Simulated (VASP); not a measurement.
Here is a VASP 6.6.1 calculation.

Contents of INCAR:

```
SYSTEM = Bi2Te2Se
ALGO = Normal
EDIFF = 1E-6
ENCUT = 520
GGA = PS
ISIF = 2
ISMEAR = 0
LASPH = .True.
LCHARG = .True.
LELF = .True.
LREAL = .False.
LVHAR = .True.
LWAVE = .False.
NBANDS = 32
NELM = 80
PREC = Accurate
SIGMA = 0.01
```

File KPOINTS:

```
k-points
0
Gamma
  6 6 6
  0 0 0
```

Contents of POSCAR:

```
Bi2Te2Se
1.0
    2.2171230069      1.2800565301     10.8606430751
   -2.2171230069      1.2800565301     10.8606430751
    0.0000000000     -2.5601130602     10.8606430751
Bi Te Se
2 2 1
Direct
    0.6082790000      0.6082790000      0.6082790000
    0.3917210000      0.3917210000      0.3917210000
    0.2195950000      0.2195950000      0.2195950000
    0.7804050000      0.7804050000      0.7804050000
    0.0000000000      0.0000000000      0.0000000000
```

Potentials or basis: VASP PAW PBE potentials, release 64 (Bi_d, Te, Se).

The run is started by

```bash
$ cat potpaw_PBE.64/Bi_d/POTCAR potpaw_PBE.64/Te/POTCAR potpaw_PBE.64/Se/POTCAR > POTCAR
$ mpirun -np 1 vasp_std > vasp.out
```

Estimate the pressure.

-4.4 GPa.

Predict the largest force.

0.569 eV/Å.

Forces on the atoms (eV/Å):
```
Bi   0.000  0.000 -0.156
Bi   0.000  0.000  0.156
Te   0.000  0.000  0.569
Te   0.000  0.000 -0.569
Se   0.000  0.000  0.000
```

Caveat: the cell stands under tension; the PAW data sets were made with another functional, which shifts forces and pressure a little.
